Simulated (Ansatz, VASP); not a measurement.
TaF3: VASP beside Ansatz

File INCAR:

```
ALGO     = Normal         # electronic algorithm
EDIFF    = 1E-7           # SCF threshold, eV
EDIFFG   = -0.04          # ionic threshold
ENCUT    = 600            # plane-wave cutoff, eV
GGA      = PE             # functional
IBRION   = 2              # ionic algorithm
ISIF     = 3              # what is computed and relaxed
ISMEAR   = 0              # smearing method
ISPIN    = 2              # spin polarisation
LASPH    = T              # aspherical terms in the spheres
LCHARG   = F              # write CHGCAR
LMAXMIX  = 4              # l up to which the mixer works
LORBIT   = 11             # projections on sites
LREAL    = F              # projectors in reciprocal space
LWAVE    = F              # write WAVECAR
MAGMOM   = 1 0 0 0        # initial moments
NELM     = 150            # most SCF steps
NSW      = 90             # ionic steps
PREC     = Accurate       # precision mode
SIGMA    = 0.1            # smearing width, eV
```

Contents of KPOINTS:

```
k-points
0
Gamma
  6 6 4
```

Contents of POSCAR:

```
TaF3
1.0
    3.5535676200      0.0000000000      0.0000000000
    0.0000000000      3.5535676200      0.0000000000
    0.0000000000      0.0000000000      4.0404000800
Ta F
1 3
Direct
    0.5000000000      0.5000000000      0.5000000000
    0.0000000000      0.5000000000      0.7410496800
    0.5000000000      0.0000000000      0.2589503200
    0.5000000000      0.5000000000      0.0000000000
```

Input for Ansatz:

```yaml
crystal:
  lattice:
    - [3.55356762, 0.0, 0.0]
    - [0.0, 3.55356762, 0.0]
    - [0.0, 0.0, 4.04040008]
  atoms:
    - { symbol: Ta, position: [0.5, 0.5, 0.5], spin: 1.0 }
    - { symbol: F, position: [0.0, 0.5, 0.74104968] }
    - { symbol: F, position: [0.5, 0.0, 0.25895032] }
    - { symbol: F, position: [0.5, 0.5, 0.0] }
basis:
  ecutwfc: 420
kpoints:
  mp_grid: { grid: [6, 6, 4] }
hamiltonian:
  xc: pbe
scf:
  occupations: { method: gaussian, width: 0.1 }
  lower_state_search: "off"
output:
  forces: true
  stress: true
  eigenvalues: true
  populations: true
magnetization:
  spin_polarized: true
relax:
  adjacent_minimum: "off"
  f_tol: 0.04
  max_steps: 70
  cell: { stress_tol: 0.4 }
```

Alike in both runs: task relaxation of cell and atoms; functional PBE; k mesh 6 × 6 × 4; occupations gaussian, width 0.1 eV; collinear spin.

|  | VASP | Ansatz |
| --- | --- | --- |
| version | VASP 6.6.1 | Ansatz 0.2.0 |
| potentials or method | VASP PAW PBE potentials, release 64 (Ta_pv, F), cutoff 600 eV | scalar-relativistic, plane waves, PAW |
| valence electrons in the cell | 32 | 34 |

Ansatz gave:

| Property | Result |
| --- | --- |
| gap on the k mesh at the Fermi level, each at its own relaxed structure (eV) | none |
| net moment per atom (μB) | 0.50 |
| size of the moment on the site where the two differ most (μB) | 0.89 |
| relaxed volume (Å³/atom) | 18.07 |
| relaxed length of the cell vector where the two differ most in proportion (Å) | 4.164 |

Problem. Which values does VASP return?

Solution. gap on the k mesh at the Fermi level, each at its own relaxed structure (eV): none; net moment per atom (μB): 0.50; size of the moment on the site where the two differ most (μB): 1.54; relaxed volume (Å³/atom): 17.88; relaxed length of the cell vector where the two differ most in proportion (Å): 4.142.

Site moments also hang on the region over which each program counts them. A gap of «none» marks a metal or a gap that the smearing closes. VASP's potentials hold 32 valence electrons a cell and Ansatz's 34, so a difference there can come from the potentials and not from the codes.

The k mesh is coarse, so the values compare programs but aren't converged. Neither program's run includes spin-orbit coupling. Noted on VASP's run: the volume moved by over 15 % at a fixed basis, so the end points are rough.
